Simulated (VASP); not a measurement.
The system is Y3V.

```
Y V
1.0
     0.00000    3.81222    3.81222
     3.81222    0.00000    3.81222
     3.81222    3.81222    0.00000
Y V
3 1
Direct
  0.25000 0.25000 0.25000
  0.75000 0.75000 0.75000
  0.50000 0.50000 0.50000
  0.00000 0.00000 0.00000
```

Base run:

* Program: VASP 6.6.1
* Functional: r2SCAN
* Potentials or basis: VASP PAW PBE potentials, release 64 (Y_sv, V_sv)
* Cutoff: 520 eV
* k mesh: 10 × 10 × 10
* Occupations: gaussian, width 0.1 eV
* Spin: collinear spin, ferromagnetic start
* Starting moments: [0.0, 0.0, 0.0, 2.0] μB

Its results: pressure 0.9 GPa.

Question: The run is repeated on the same cell with these changes: spin from collinear spin, ferromagnetic start to no spin polarisation; further incar settings from ALGO = Normal; EDIFF = 1e-06; NBANDS = 35 to ALGO = Normal; EDIFF = 1e-07; NBANDS = 31. What comes out?

Answer: Pressure -1.8 GPa.

Caveats: the PAW data sets were made with another functional, which shifts forces and pressure a little.
